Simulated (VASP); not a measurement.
## Sn2Sb: single point with PBE

Crystal: Sn2Sb.

```
Sn Sb
1.0
     6.20488    0.00000    0.00000
     0.00000    7.66237    0.00000
     0.00000    0.00000    4.16053
Sn Sb
4 2
Direct
  0.17990 0.36989 0.00000
  0.82010 0.63011 0.00000
  0.67990 0.13011 0.50000
  0.32010 0.86989 0.50000
  0.00000 0.00000 0.00000
  0.50000 0.50000 0.50000
```

| Item | Value |
| --- | --- |
| Program | VASP 6.6.1 |
| Task | single point |
| Functional | PBE |
| Potentials or basis | VASP PAW PBE potentials, release 64 (Sn_d, Sb) |
| Cutoff | 520 eV |
| k mesh | 6 × 6 × 8 |
| Occupations | gaussian, width 0.1 eV |
| Spin | no spin polarisation |
| Dipole correction | no |
| Further INCAR settings | ALGO = Fast; EDIFF = 1e-06; NBANDS = 42 |

```yaml
Pressure: -0.1 GPa
Band_gap_on_the_k_mesh: zero (bands 33 and 34 overlap by 2.37 eV)
```

Levels at points of the mesh, in eV from the Fermi level:
```tsv
k point	band 31	band 32	band 33	band 34	band 35	band 36
(0.00, 0.00, 0.00)	-0.62	0.36	1.14	1.40	1.78	1.96
(0.50, 0.00, 0.00)	-0.76	-0.76	0.45	0.45	1.36	1.36
(0.00, 0.50, 0.00)	-0.82	-0.82	-0.26	-0.26	2.57	2.57
(0.50, 0.50, 0.00)	-1.04	-1.04	0.14	0.14	1.03	1.03
(0.00, 0.00, 0.50)	-1.90	-1.90	-0.63	-0.63	-0.03	-0.03
(0.50, 0.00, 0.50)	-1.59	-1.59	1.07	1.07	1.14	1.14
(0.00, 0.50, 0.50)	-2.03	-2.03	-1.23	-1.23	0.15	0.15
(0.50, 0.50, 0.50)	-1.95	-1.95	-0.10	-0.10	0.63	0.63
```

It took 15 min on 1 thread of Intel Xeon 8259CL, with other jobs on the host, peak memory 0.65 GiB.

Caveat: spin-orbit coupling is left out, which moves the levels of the heavy elements.
